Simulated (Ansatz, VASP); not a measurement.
BaTe in VASP and in Ansatz

```
CELL_PARAMETERS angstrom
0.00000 3.48387 3.48387
3.48387 0.00000 3.48387
3.48387 3.48387 0.00000
ATOMIC_POSITIONS crystal
Ba 0.00000 0.00000 0.00000
Te 0.50000 0.50000 0.50000
```

Alike in both runs: task relaxation of the atoms; functional r2SCAN; k mesh 8 × 8 × 8; occupations fermi-dirac, width 0.02 eV; no spin polarisation.

```csv
,VASP,Ansatz
version,VASP 6.6.1,Ansatz 0.2.0
potentials or method,"VASP PAW PBE potentials, release 64 (Ba_sv, Te), cutoff 520 eV",PAW plane waves
valence electrons in the cell,16,26
```

```tsv
	VASP	Ansatz	Ansatz less VASP
gap on the k mesh at the Fermi level, each at its own relaxed structure (eV)	1.84	1.92	+0.081
```

VASP's potentials were made for PBE, not for r2SCAN. VASP's potentials hold 16 valence electrons a cell and Ansatz's 26, so a difference there can come from the potentials and not from the codes. Ansatz's warnings: stress scf threshold loose.

Spin-orbit coupling is off throughout. Noted on VASP's run: the relaxation stopped at its first step, so nothing moved.
